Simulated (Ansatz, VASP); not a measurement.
**Rh: VASP beside Ansatz**

The input INCAR:

```
SYSTEM = Rh
PREC = Accurate
ENCUT = 520
EDIFF = 1E-6
ISMEAR = 0
SIGMA = 0.15
LREAL = .FALSE.
LASPH = .TRUE.
NELM = 60
ALGO = Fast
ISIF = 2
LWAVE = .FALSE.
LCHARG = .FALSE.
GGA = PE
NBANDS = 14
```

KPOINTS

```
regular mesh
0
G
  20 20 20
  0 0 0
```

POSCAR

```
Rh
1.0
   -0.0957526211      1.9150524221      1.9150524221
    1.9150524221     -0.0957526211      1.9150524221
    1.8192998010      1.8192998010      0.0000000000
Rh
1
Direct
    0.0000000000      0.0000000000      0.0000000000
```

Input for Ansatz:

```yaml
crystal:
  lattice:
    - [-0.0957526211, 1.9150524221, 1.9150524221]
    - [1.9150524221, -0.0957526211, 1.9150524221]
    - [1.819299801, 1.819299801, 0.0]
  atoms:
    - { symbol: Rh, position: [0.0, 0.0, 0.0] }
basis:
  ecutwfc: 420
kpoints:
  mp_grid: { grid: [20, 20, 20] }
hamiltonian:
  xc: pbe
  pseudopotentials: { kind: paw, azcp: { folder: soft_1 } }
scf:
  occupations: { method: gaussian, width: 0.15 }
output:
  forces: true
  stress: true
  eigenvalues: true
```

Change from the starting cell: engineering shear strain xy -0.1000, equal normal strain along x and y +0.0000.

Alike in both runs: task single point; functional PBE; k mesh 20 × 20 × 20; occupations gaussian, width 0.15 eV; no spin polarisation.

```csv
,VASP,Ansatz
version,VASP 6.6.1,Ansatz 0.2.0
potentials or method,"VASP PAW PBE potentials, release 64 (Rh_pv), cutoff 520 eV","scalar-relativistic, plane waves, PAW"
valence electrons in the cell,15,17
```

```tsv
	VASP	Ansatz	Ansatz less VASP
gap on the k mesh at the Fermi level (eV)	none	none	-
pressure (GPa)	3.3	3.5	+0.13
traceless stress, the component that is largest in VASP (GPa)	18.49	18.49	-0.002
```

A gap of «none» marks a metal or a gap that the smearing closes. VASP's potentials hold 15 valence electrons a cell and Ansatz's 17, so a difference there can come from the potentials and not from the codes.
